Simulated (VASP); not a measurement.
A run of VASP 6.6.1:

INCAR

```
PREC = Accurate ; ENCUT = 520
EDIFF = 1E-7 ; ISMEAR = 0
SIGMA = 0.02 ; LREAL = F
LASPH = T ; NELM = 100
ALGO = Normal ; ISIF = 2
LWAVE = F ; LCHARG = F
GGA = PE ; NBANDS = 28
```

File KPOINTS:

```
regular mesh
0
Gamma
  8 8 6
```

File POSCAR:

```
PbS
1.0
    2.0964196418     -6.1177576775      0.0000000000
    2.0964196418      6.1177576775      0.0000000000
    0.0000000000      0.0000000000      4.2959905860
Pb S
2 2
Direct
    0.8667035193      0.1332964807      0.7500000000
    0.1332964807      0.8667035193      0.2500000000
    0.6453915001      0.3546084999      0.7500000000
    0.3546084999      0.6453915001      0.2500000000
```

Potentials or basis: VASP PAW PBE potentials, release 64 (Pb_d, S).

The run is started by

```bash
$ cat potpaw_PBE.64/Pb_d/POTCAR potpaw_PBE.64/S/POTCAR > POTCAR
$ mpirun -np 1 vasp_std > vasp.out
```

Hardware: 1 thread of Intel(R) Xeon(R) Platinum 8488C (Sapphire Rapids), on a shared host.

**Question.** How long does it take, and how much memory?

**Answer.** Run time: 3.6 min on 1 thread of Intel(R) Xeon(R) Platinum 8488C (Sapphire Rapids) (shared host), peak memory 0.38 GiB. Counts: scf iterations 17, k points 84.
